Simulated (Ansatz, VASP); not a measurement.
## Nb4N: VASP beside Ansatz

The input INCAR:

```
ALGO = Normal ; EDIFF = 1E-7
EDIFFG = -0.04 ; ENCUT = 600
GGA = PE ; IBRION = 2
ISIF = 3 ; ISMEAR = 0
LASPH = T ; LCHARG = F
LREAL = F ; LWAVE = F
NELM = 100 ; NSW = 90
PREC = Accurate ; SIGMA = 0.1
```

File KPOINTS:

```
k-points
0
Gamma
  4 4 4
```

The input POSCAR:

```
Nb4N
1.0
   -2.9240572900      2.9240572900      2.9240572900
    2.9240572900     -2.9240572900      2.9240572900
    2.9240572900      2.9240572900     -2.9240572900
Nb N
4 1
Direct
    0.0000000000      0.0000000000      0.7463128600
    0.7463128600      0.0000000000      0.0000000000
    0.0000000000      0.7463128600      0.0000000000
    0.2536871400      0.2536871400      0.2536871400
    0.0000000000      0.0000000000      0.0000000000
```

Input for Ansatz:

```yaml
crystal:
  lattice:
    - [-2.92405729, 2.92405729, 2.92405729]
    - [2.92405729, -2.92405729, 2.92405729]
    - [2.92405729, 2.92405729, -2.92405729]
  atoms:
    - { symbol: Nb, position: [0.0, 0.0, 0.74631286] }
    - { symbol: Nb, position: [0.74631286, 0.0, 0.0] }
    - { symbol: Nb, position: [0.0, 0.74631286, 0.0] }
    - { symbol: Nb, position: [0.25368714, 0.25368714, 0.25368714] }
    - { symbol: "N", position: [0.0, 0.0, 0.0] }
basis:
  ecutwfc: 420
kpoints:
  mp_grid: { grid: [4, 4, 4] }
hamiltonian:
  xc: pbe
scf:
  occupations: { method: gaussian, width: 0.1 }
  lower_state_search: "off"
output:
  forces: true
  stress: true
  eigenvalues: true
relax:
  adjacent_minimum: "off"
  f_tol: 0.04
  max_steps: 70
  cell: { stress_tol: 0.4 }
```

Change from the starting cell: species swapped into the H4C type (I-43m, No. 217).

Alike in both runs: task relaxation of cell and atoms; functional PBE; k mesh 4 × 4 × 4; occupations gaussian, width 0.1 eV; no spin polarisation.

```csv
,VASP,Ansatz
version,VASP 6.6.1,Ansatz 0.2.0
potentials or method,"VASP PAW PBE potentials, release 64 (Nb_sv, N), cutoff 600 eV","scalar-relativistic, plane waves, PAW"
valence electrons in the cell,57,57
```

VASP gave:

- gap on the k mesh at the Fermi level, each at its own relaxed structure (eV): none
- relaxed volume (Å³/atom): 16.28
- relaxed cell length with the largest relative difference (Å): 4.729

Q: Estimate Ansatz's values.

A: gap on the k mesh at the Fermi level, each at its own relaxed structure (eV): none; relaxed volume (Å³/atom): 16.29; relaxed cell length with the largest relative difference (Å): 4.730.

A gap of «none» marks a metal or a gap that the smearing closes.

The k mesh is coarse, so the values compare programs but aren't converged. Noted on VASP's run: the volume moved by over 15 % at a fixed basis, so the end points are rough.
